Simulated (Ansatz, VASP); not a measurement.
**Two plane-wave programs on SrO**

```xyz
4
Lattice="3.5533 0.0000 0.0000 -1.7766 3.0772 0.0000 0.0000 0.0000 6.2173" Properties=species:S:1:pos:R:3 pbc="T T T"
Sr    0.0000    2.0515    1.5543
Sr    1.7766    1.0257    4.6630
O     0.0000    0.0000    0.0000
O     0.0000    0.0000    3.1087
```

Alike in both runs: task single point; functional r2SCAN; dispersion rVV10; k mesh 6 × 6 × 4; occupations gaussian, width 0.1 eV; no spin polarisation.

|  | VASP | Ansatz |
| --- | --- | --- |
| version | VASP 6.6.1 | Ansatz 0.2.0 |
| potentials or method | VASP PAW PBE potentials, release 64 (Sr_sv, O), cutoff 520 eV | scalar-relativistic, plane waves, PAW |
| valence electrons in the cell | 32 | 32 |

Ansatz gave:

```
gap on the k mesh at the Fermi level (eV) : 3.48
least direct gap on the mesh (eV)         : 3.58
pressure (GPa)                            : -1.5
```

Question: What did VASP give for the same quantities?

Answer: gap on the k mesh at the Fermi level (eV): 3.44; least direct gap on the mesh (eV): 3.59; pressure (GPa): -0.9.

VASP's potentials were made for PBE, not for r2SCAN.
